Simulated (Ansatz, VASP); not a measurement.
**ZnCu2SnSe4: VASP beside Ansatz**

The input POSCAR:

```
ZnCu2SnSe4
1.0
   -2.8824511675      2.8824511675      5.7599695616
    2.8824511675     -2.8824511675      5.7599695616
    2.8824511675      2.8824511675     -5.7599695616
Zn Cu Sn Se
1 2 1 4
Direct
    0.7500000000      0.2500000000      0.5000000000
    0.2500000000      0.7500000000      0.5000000000
    0.0000000000      0.0000000000      0.0000000000
    0.5000000000      0.5000000000      0.0000000000
    0.6293930906      0.6387054504      0.5285377648
    0.1101676856      0.1008553259      0.4714622352
    0.8991446741      0.3706069094      0.0093123597
    0.3612945496      0.8898323144      0.9906876403
```

INCAR.step1

```
SYSTEM = ZnCu2SnSe4
PREC     = Accurate       ! precision mode
ENCUT    = 660            ! plane-wave cutoff, eV
ISMEAR   = 0              ! smearing method
SIGMA    = 0.1            ! smearing width, eV
LREAL    = .FALSE.        ! projectors in reciprocal space
LASPH    = .TRUE.         ! aspherical terms in the spheres
NELM     = 120            ! most SCF steps
NBANDS   = 46             ! bands
GGA      = PE             ! functional
ALGO     = Normal         ! electronic algorithm
EDIFF    = 1E-5           ! SCF threshold, eV
LWAVE    = .TRUE.         ! write WAVECAR
LCHARG   = .FALSE.        ! write CHGCAR
GGA_COMPAT= .FALSE.      
KPAR     = 4
```

The input INCAR.step2:

```
SYSTEM = ZnCu2SnSe4
PREC     = Accurate       ! precision mode
ENCUT    = 660            ! plane-wave cutoff, eV
EDIFF    = 1E-6           ! SCF threshold, eV
ISMEAR   = 0              ! smearing method
SIGMA    = 0.1            ! smearing width, eV
LREAL    = .FALSE.        ! projectors in reciprocal space
LASPH    = .TRUE.         ! aspherical terms in the spheres
NELM     = 120            ! most SCF steps
ALGO     = Normal         ! electronic algorithm
ISIF     = 2              ! what is computed and relaxed
LWAVE    = .FALSE.        ! write WAVECAR
LCHARG   = .FALSE.        ! write CHGCAR
METAGGA  = R2SCAN         ! meta-GGA
LMIXTAU  = .TRUE.       
NBANDS   = 46             ! bands
ISTART   = 1            
GGA_COMPAT= .FALSE.      
KPAR     = 4
```

KPOINTS

```
regular mesh
0
G
  10 10 10
  0 0 0
```

Input for Ansatz:

```yaml
crystal:
  lattice:
    - [-2.8824511675, 2.8824511675, 5.7599695616]
    - [2.8824511675, -2.8824511675, 5.7599695616]
    - [2.8824511675, 2.8824511675, -5.7599695616]
  atoms:
    - { symbol: Zn, position: [0.75, 0.25, 0.5] }
    - { symbol: Cu, position: [0.25, 0.75, 0.5] }
    - { symbol: Cu, position: [0.0, 0.0, 0.0] }
    - { symbol: Sn, position: [0.5, 0.5, 0.0] }
    - { symbol: Se, position: [0.6293930906, 0.6387054504, 0.5285377648] }
    - { symbol: Se, position: [0.1101676856, 0.1008553259, 0.4714622352] }
    - { symbol: Se, position: [0.8991446741, 0.3706069094, 0.0093123597] }
    - { symbol: Se, position: [0.3612945496, 0.8898323144, 0.9906876403] }
basis:
  ecutwfc: 500
kpoints:
  mp_grid: { grid: [10, 10, 10] }
  band_path:
    path:
      - [[0.0, 0.0, 0.0], [0.0, 0.0, 0.5], [0.25, 0.25, 0.25], [0.0, 0.5, 0.0], [0.0, 0.0, 0.0], [0.5, 0.5, -0.5], [0.31260709, 0.68739291, -0.31260709]]
      - [[-0.31260709, 0.31260709, 0.31260709], [0.0, 0.0, 0.0]]
      - [[0.0, 0.0, 0.5], [-0.12521419, 0.12521419, 0.5]]
      - [[0.5, 0.5, -0.12521419], [0.5, 0.5, -0.5]]
    npoints: 14
hamiltonian:
  xc: r2scan
scf:
  occupations: { method: gaussian, width: 0.1 }
  n_extra_bands: 20
output:
  forces: true
  stress: true
  eigenvalues: true
  populations: true
  dos: { projected: true, de: 0.02, nscf_kmesh: { grid: [15, 15, 15] } }
  bader: true
  write_density: true
  write_potential: true
  elf: true
  volumetric_format: npy
```

Alike in both runs: task single point; functional r2SCAN; k mesh 10 × 10 × 10; occupations gaussian, width 0.1 eV; no spin polarisation.

|  | VASP | Ansatz |
| --- | --- | --- |
| version | VASP 6.6.1 | Ansatz 0.2.0 |
| potentials or method | VASP PAW PBE potentials, release 64 (Zn, Cu, Sn_d, Se), cutoff 660 eV | scalar-relativistic, plane waves, PAW |
| valence electrons in the cell | 72 | 128 |

Ansatz gave:

* gap on the k mesh at the Fermi level (eV): none
* pressure (GPa): -2.2
* rms of the force components (eV/Å): 0.065

Question: Estimate VASP's values.

Answer: gap on the k mesh at the Fermi level (eV): none; pressure (GPa): -2.1; rms of the force components (eV/Å): 0.068.

VASP's potentials were made for PBE, not for r2SCAN. Atom by atom the forces differ by 0.003 eV/Å (rms over components). A gap of «none» marks a metal or a gap that the smearing closes. With one functional, cell and mesh, what is left measures potentials, basis and numerics. VASP's potentials hold 72 valence electrons a cell and Ansatz's 128, so a difference there can come from the potentials and not from the codes.
